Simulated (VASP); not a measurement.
Runs of VASP 6.6.1 on PtSe2. The structure is that of space group P-3m1 (No. 164), or close to it. The cells are those of the table. 

```tsv
cell	gap on the mesh (eV)	pressure (GPa)	largest force (eV/Å)
a = 3.749, b = 3.749, c = 5.096 Å, angles 90.0, 90.0, 120.0°, 3 atoms	none	-0.4	0.09
a = 3.648, b = 3.648, c = 4.959 Å, angles 90.0, 90.0, 120.0°, 3 atoms	none	12.2	1.21
a = 3.773, b = 3.773, c = 5.129 Å, angles 90.0, 90.0, 120.0°, 3 atoms	none	(b)	0.13
a = 3.797, b = 3.797, c = 5.161 Å, angles 90.0, 90.0, 120.0°, 3 atoms	none	(a)	0.34
a = 3.699, b = 3.699, c = 5.028 Å, angles 90.0, 90.0, 120.0°, 3 atoms	none	5.2	0.60
a = 3.724, b = 3.724, c = 5.062 Å, angles 90.0, 90.0, 120.0°, 3 atoms	none	2.2	0.33
```

Alike in all rows: task single point; level PBEsol; potentials or basis VASP PAW PBE potentials, release 64 (Pt, Se); no spin polarisation; k mesh 9 × 9 × 6; cutoff (eV) 500; smearing methfessel-paxton 0.1 eV.

Problem. Fill in the values left out.

Solution. (a) -4.8; (b) -2.7.

Caveats: the PAW data sets were made with another functional, which shifts forces and pressure a little; spin-orbit coupling is left out, which moves the levels of the heavy elements; the stress differs along the axes, from 9 to 14 GPa (at least some runs); the cell stands under tension (at least some runs); the cell stands under pressure (at least some runs).

A k mesh can miss the band edges, and the runs leave out spin-orbit coupling on Pt, Se.

A gap of «none» marks levels without a gap at the run's occupations.
